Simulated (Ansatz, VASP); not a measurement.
# MgZn2TeS2 in VASP and in Ansatz

```xyz
6
Lattice="5.4687 0.0000 0.0000 0.0000 5.4687 0.0000 0.0000 0.0000 5.1642" Properties=species:S:1:pos:R:3 pbc="T T T"
Mg    0.0000    0.0000    2.5821
Zn    0.0000    2.7344    2.5821
Zn    2.7344    0.0000    2.5821
Te    0.0000    0.0000    0.0000
S     2.7344    2.7344    4.1757
S     2.7344    2.7344    0.9885
```

Change from the starting cell: species swapped into the Ba2CuTeO2 type (P4/mmm, No. 123).

Alike in both runs: functional PBE; k mesh 8 × 8 × 8; occupations gaussian, width 0.1 eV; no spin polarisation.

Ansatz relaxed the structure, and its values are those at the end. VASP's run is a single point on that final structure, the one shown.

|  | VASP | Ansatz |
| --- | --- | --- |
| version | VASP 6.6.1 | Ansatz 0.2.0 |
| potentials or method | VASP PAW PBE potentials, release 64 (Mg, Zn, Te, S), cutoff 520 eV | scalar-relativistic, plane waves, PAW |
| valence electrons in the cell | 44 | 62 |

|  | VASP | Ansatz | Ansatz less VASP |
| --- | --- | --- | --- |
| gap on the k mesh at the Fermi level (eV) | none | none | - |
| pressure (GPa) | -0.1 | 0.0 | +0.12 |
| rms of the force components (eV/Å) | 0.055 | 0.002 | -0.0528 |

A gap of «none» marks a metal or a gap that the smearing closes. VASP's potentials hold 44 valence electrons a cell and Ansatz's 62, so a difference there can come from the potentials and not from the codes.

Neither program's run includes spin-orbit coupling.
